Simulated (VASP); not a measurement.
Here is a VASP 6.6.1 calculation.

The input INCAR:

```
SYSTEM = Ti
  PREC = Accurate
  ENCUT = 520
  EDIFF = 1E-7
  ISMEAR = -1
  SIGMA = 0.1
  LREAL = .False.
  LASPH = .True.
  NELM = 60
  ALGO = Normal
  ISIF = 2
  LWAVE = .False.
  LCHARG = .True.
  GGA = PE
  LELF = .True.
  LVHAR = .True.
  NBANDS = 12
```

File KPOINTS:

```
regular mesh
0
Gamma
  17 17 17
  0 0 0
```

The input POSCAR:

```
Ti
1.0
    0.0000000000      1.8998824668      1.8998824668
    1.8998824668      0.0000000000      1.8998824668
    1.8998824668      1.8998824668      0.0000000000
Ti
1
Direct
    0.0000000000      0.0000000000      0.0000000000
```

Potentials or basis: VASP PAW PBE potentials, release 64 (Ti_sv).

Launch:

```bash
$ cat potpaw_PBE.64/Ti_sv/POTCAR > POTCAR
$ mpirun -np 1 vasp_std > vasp.out
```

Problem. What does it give for the pressure?

Solution. 37.3 GPa.

Problem. Predict the band gap on the k mesh.

Solution. Zero (band 6 reaches 11.96 eV, above the bottom of band 7 at 10.42 eV).
